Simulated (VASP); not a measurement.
A run of VASP 6.6.1 is set up as follows.

INCAR

```
PREC = Accurate ; ENCUT = 600
EDIFF = 1E-6 ; ISMEAR = -1
SIGMA = 0.1 ; LREAL = F
LASPH = T ; NELM = 100
ALGO = Normal ; ISIF = 3
LWAVE = F ; LCHARG = F
GGA = PE ; IBRION = 2
NSW = 60 ; EDIFFG = -0.005
PSTRESS = 470.0
```

Contents of KPOINTS:

```
regular mesh
0
Gamma
  15 15 15
```

POSCAR

```
I
1.0
    0.0000000000      2.1871838492      2.1871838492
    2.1871838492      0.0000000000      2.1871838492
    2.1871838492      2.1871838492      0.0000000000
I
1
Direct
    0.0000000000      0.0000000000      0.0000000000
```

Potentials or basis: VASP PAW PBE potentials, release 64 (I).

Run with:

```console
$ cat potpaw_PBE.64/I/POTCAR > POTCAR
$ mpirun -np 1 vasp_std > vasp.out
```

Task: Estimate the space group after relaxing (to 0.05 Å).

Result: Fm-3m (No. 225).

Task: What does it give for the relaxed cell?

Result: a = 3.090 Å, b = 3.090 Å, c = 3.090 Å, α = 60.00°, β = 60.00°, γ = 60.00°.

Task: Predict the relaxed volume.

Result: 20.87 Å³/atom.

Step by step:
| step | energy change (eV) | largest force (eV/Å) | pressure (GPa) | volume (Å³) |
| --- | --- | --- | --- | --- |
| 1 | 0.0000 | 0.0000 | 46.47 | 20.93 |
| 2 | 0.0618 | 0.0000 | 48.58 | 20.72 |
| 3 | 0.0159 | 0.0000 | 47.03 | 20.87 |

Caveat: the cell is relaxed towards a set pressure, so the enthalpy falls and the energy may rise; an odd number of electrons without spin polarisation forces a metal; a magnetic or distorted state may lie lower.
